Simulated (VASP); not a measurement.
A run of VASP 6.6.1 is set up as follows.

INCAR

```
PREC     = Accurate       # precision mode
ENCUT    = 520            # plane-wave cutoff, eV
EDIFF    = 1E-6           # SCF threshold, eV
ISMEAR   = 0              # smearing method
SIGMA    = 0.02           # smearing width, eV
LREAL    = F              # projectors in reciprocal space
LASPH    = T              # aspherical terms in the spheres
NELM     = 100            # most SCF steps
ALGO     = Normal         # electronic algorithm
ISIF     = 2              # what is computed and relaxed
LWAVE    = F              # write WAVECAR
LCHARG   = T              # write CHGCAR
LELF     = T              # ELF
LVHAR    = T            
NBANDS   = 35             # bands
```

File KPOINTS:

```
Automatic mesh
0
Gamma
  12 12 2
```

POSCAR

```
MoS2
1.0
    3.1221955730      0.0000000028      0.0000000000
   -1.5610977889      2.7039006804      0.0000000000
    0.0000000000      0.0000000000     12.0794276174
Mo S
2 4
Direct
    0.6666666667      0.3333333333      0.2500000000
    0.3333333333      0.6666666667      0.7500000000
    0.6666666667      0.3333333333      0.6213369710
    0.3333333333      0.6666666667      0.3786630290
    0.6666666667      0.3333333333      0.8786630290
    0.3333333333      0.6666666667      0.1213369710
```

Potentials or basis: VASP PAW LDA potentials, release 64 (Mo_sv, S).

Run with:

```console
$ cat potpaw_LDA.64/Mo_sv/POTCAR potpaw_LDA.64/S/POTCAR > POTCAR
$ mpirun -np 1 vasp_std > vasp.out
```

Estimate the pressure.

0.1 GPa.

Estimate the band gap on the k mesh.

0.74 eV, indirect (least direct gap 1.77 eV).

What does it give for the largest force?

0.016 eV/Å.

Forces on the atoms (eV/Å):
```
Mo   0.000  0.000  0.000
Mo   0.000  0.000  0.000
S    0.000  0.000 -0.016
S    0.000  0.000  0.016
S    0.000  0.000  0.016
S    0.000  0.000 -0.016
```

A k mesh can miss the band edges.
